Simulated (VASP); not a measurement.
WAu, 2 atoms in the cell. The structure is cubic, space group F-43m (No. 216). Conventional cell: a = 5.818 Å, b = 5.818 Å, c = 5.818 Å, α = 90.00°, β = 90.00°, γ = 90.00°. Within 3.3 Å of W (site symmetry -43m) lie 4 Au at 2.52 Å. Within 3.3 Å of Au (site symmetry -43m) lie 4 W at 2.52 Å. 

| Property | Result |
| --- | --- |
| Program | VASP 6.6.1 |
| Task | relaxation of cell and atoms |
| Functional | HSE06 |
| Potentials or basis | VASP PAW PBE potentials, release 64 (W_sv, Au) |
| Cutoff | 600 eV |
| k mesh | 4 × 4 × 4 |
| Occupations | fermi-dirac, width 0.05 eV |
| Spin | no spin polarisation |
| Dipole correction | no |
| Grid for exact exchange (PRECFOCK) | Normal |
| Further INCAR settings | ALGO = Normal; EDIFF = 1e-06; IBRION = 2; EDIFFG = -0.01; NSW = 60; ISIF = 3 |
| Share of exact exchange | 0.25 |
| Screening parameter | 0.2079 1/Å |

Potentials or basis: VASP PAW PBE potentials, release 64 (W_sv, Au).

The run is started by

```sh
$ cat potpaw_PBE.64/W_sv/POTCAR potpaw_PBE.64/Au/POTCAR > POTCAR
$ cp INCAR.step1 INCAR
$ mpirun -np 1 vasp_std > vasp.out
$ cp INCAR.step2 INCAR
$ mpirun -np 1 vasp_std > vasp.out
```

Hardware: 1 thread of AMD EPYC 9R45 96-Core Processor (Zen 5) (shared host).

Estimate the wall time of this run.

Run time: 50 min on 1 thread of AMD EPYC 9R45 96-Core Processor (Zen 5) (shared host), peak memory 0.31 GiB. Counts: k points 8, ion steps 3.
